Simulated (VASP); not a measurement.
Input of a VASP 6.6.1 run:

File POSCAR:

```
Co
1.0
    2.4715316566      0.0000000000      0.0000000000
   -1.2357658283      2.1404092009      0.0000000000
    0.0000000000      0.0000000000      8.0824864795
Co
4
Direct
    1.0000000000      1.0000000000      0.0000000000
    1.0000000000      1.0000000000      0.5000000000
    0.3333333333      0.6666666667      0.2500000000
    0.6666666667      0.3333333333      0.7500000000
```

INCAR.step1

```
SYSTEM = Co
PREC     = Accurate       ! precision mode
ENCUT    = 520            ! plane-wave cutoff, eV
ISMEAR   = -1             ! smearing method
SIGMA    = 0.05           ! smearing width, eV
LREAL    = .False.        ! projectors in reciprocal space
LASPH    = .True.         ! aspherical terms in the spheres
NELM     = 150            ! most SCF steps
ISPIN    = 2              ! spin polarisation
MAGMOM   = 1.7 1.7 1.7 1.7 ! initial moments
LMAXMIX  = 4              ! l up to which the mixer works
NBANDS   = 30             ! bands
GGA      = PE             ! functional
ALGO     = Normal         ! electronic algorithm
EDIFF    = 1E-4           ! SCF threshold, eV
LWAVE    = .True.         ! write WAVECAR
LCHARG   = .False.        ! write CHGCAR
```

INCAR.step2

```
SYSTEM = Co
PREC     = Accurate       ! precision mode
ENCUT    = 520            ! plane-wave cutoff, eV
EDIFF    = 1E-7           ! SCF threshold, eV
ISMEAR   = -1             ! smearing method
SIGMA    = 0.05           ! smearing width, eV
LREAL    = .False.        ! projectors in reciprocal space
LASPH    = .True.         ! aspherical terms in the spheres
NELM     = 150            ! most SCF steps
ALGO     = Normal         ! electronic algorithm
ISIF     = 2              ! what is computed and relaxed
LWAVE    = .False.        ! write WAVECAR
LCHARG   = .False.        ! write CHGCAR
ISPIN    = 2              ! spin polarisation
MAGMOM   = 1.7 1.7 1.7 1.7 ! initial moments
LORBIT   = 11             ! projections on sites
LMAXMIX  = 4              ! l up to which the mixer works
METAGGA  = R2SCAN         ! meta-GGA
LMIXTAU  = .True.       
NBANDS   = 30             ! bands
ISTART   = 1
```

KPOINTS

```
Automatic mesh
0
Gamma
  14 14 4
  0 0 0
```

Potentials or basis: VASP PAW PBE potentials, release 64 (Co).

The run is started by

```sh
$ cat potpaw_PBE.64/Co/POTCAR > POTCAR
$ cp INCAR.step1 INCAR
$ mpirun -np 1 vasp_std > vasp.out
$ cp INCAR.step2 INCAR
$ mpirun -np 1 vasp_std > vasp.out
```

What does it give for the site moments?

Co +1.83, +1.85 (each value once) μB.

Predict the net moment.

7.13 μB per cell.

Estimate the pressure.

0.0 GPa.

Caveat: the PAW data sets were made with another functional, which shifts forces and pressure a little.
